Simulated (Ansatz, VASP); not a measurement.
**Se: VASP beside Ansatz**

Contents of INCAR:

```
PREC = Accurate
ENCUT = 520
EDIFF = 1E-6
ISMEAR = -1
SIGMA = 0.05
LREAL = False
LASPH = True
NELM = 150
ALGO = Normal
ISIF = 2
LWAVE = False
LCHARG = False
MAGMOM = 0 0 0 0 0 0 0 0 0
LORBIT = 11
LSORBIT = True
GGA_COMPAT = False
LORBMOM = True
GGA = PS
NBANDS = 31
```

KPOINTS

```
Automatic mesh
0
Gamma
  5 5 4
```

File POSCAR:

```
Se
1.0
    4.3662000000      0.0000000000      0.0000000000
   -2.1831000000      3.7812401180      0.0000000000
    0.0000000000      0.0000000000      4.9536000000
Se
3
Direct
    0.7746000000      0.7746000000      0.0000000000
    0.0000000000      0.2254000000      0.6666666667
    0.2254000000      0.0000000000      0.3333333333
```

The input input.yaml:

```yaml
crystal:
  lattice:
    - [4.3662, 0.0, 0.0]
    - [-2.1831, 3.781240118, 0.0]
    - [0.0, 0.0, 4.9536]
  atoms:
    - { symbol: Se, position: [0.7746, 0.7746, 0.0] }
    - { symbol: Se, position: [0.0, 0.2254, 0.6666666667] }
    - { symbol: Se, position: [0.2254, 0.0, 0.3333333333] }
kpoints:
  mp_grid: { grid: [5, 5, 4] }
  band_path:
    path:
      - [0.0, 0.0, 0.0]
      - [0.5, 0.0, 0.0]
      - [0.3333333333, 0.3333333333, 0.0]
      - [0.0, 0.0, 0.0]
      - [0.0, 0.0, 0.5]
      - [0.5, 0.0, 0.5]
      - [0.3333333333, 0.3333333333, 0.5]
      - [0.0, 0.0, 0.5]
    npoints: 6
scf:
  occupations: { method: fermi_dirac, width: 0.05 }
hamiltonian:
  xc: pbesol
  pseudopotentials: { kind: all_electron, lapw: { basis_error: 0.002 } }
magnetization:
  noncollinear: true
  spin_orbit: true
output:
  forces: true
  stress: true
  eigenvalues: true
```

Alike in both runs: functional PBEsol; k mesh 5 × 5 × 4; occupations fermi-dirac, width 0.05 eV; non-collinear spin, spin-orbit coupling.

```csv
,VASP,Ansatz
version,VASP 6.6.1,Ansatz 0.2.0
potentials or method,"VASP PAW PBE potentials, release 64 (Se), cutoff 520 eV","all-electron LAPW, relativistic spinors"
task,single point,band structure
```

Ansatz gave:

- pressure (GPa): 0.3
- traceless stress, the component that is largest in VASP (GPa): 1.00
- rms of the force components (eV/Å): 0.172

Task: Which values does VASP return?

Result: Pressure (GPa): 0.4; traceless stress, the component that is largest in VASP (GPa): 1.08; rms of the force components (eV/Å): 0.202.

VASP's potentials were made for PBE, not for PBEsol. Atom by atom the forces differ by 0.030 eV/Å (rms over components). Ansatz ran all-electron here, and VASP with PAW potentials.
